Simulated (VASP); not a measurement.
Runs of VASP 6.6.1 on NaH. The structure is that of space group Fm-3m (No. 225), or close to it. The cells are those of the table. 

```csv
task,level,cell,cutoff (eV),smearing,share of exact exchange,screening parameter,gap on the mesh (eV),pressure (GPa)
single point,r2SCANh,"a = 3.391 Å, angles 60.0°, 2 atoms",520,gaussian 0.01 eV,0.1,-,5.08,-0.3
single point,HSE06,"a = 3.397 Å, angles 60.0°, 2 atoms",520,fermi-dirac 0.02 eV,0.25,0.2079 1/Å,4.88,0.0
single point,HSE06,"a = 3.391 Å, angles 60.0°, 2 atoms",520,gaussian 0.01 eV,0.25,0.2079 1/Å,(b),0.2
single point,PBE0,"a = 3.391 Å, angles 60.0°, 2 atoms",520,gaussian 0.01 eV,0.25,-,5.63,0.2
relaxation of cell and atoms,HSE06,"relaxed from a = 3.391 Å, angles 60.0°, 2 atoms",600,fermi-dirac 0.02 eV,0.25,0.2079 1/Å,4.88,0.0
single point,HF,"a = 3.391 Å, angles 60.0°, 2 atoms",520,gaussian 0.01 eV,1,-,(a),2.0
```

Alike in all rows: potentials or basis VASP PAW PBE potentials, release 64 (Na_pv, H); no spin polarisation; k mesh 6 × 6 × 6.

**Question.** Fill in the values left out.

**Answer.** (a) 11.76; (b) 4.89.

Caveats: the PAW data sets were made with another functional, which shifts forces and pressure a little.

A k mesh can miss the band edges.
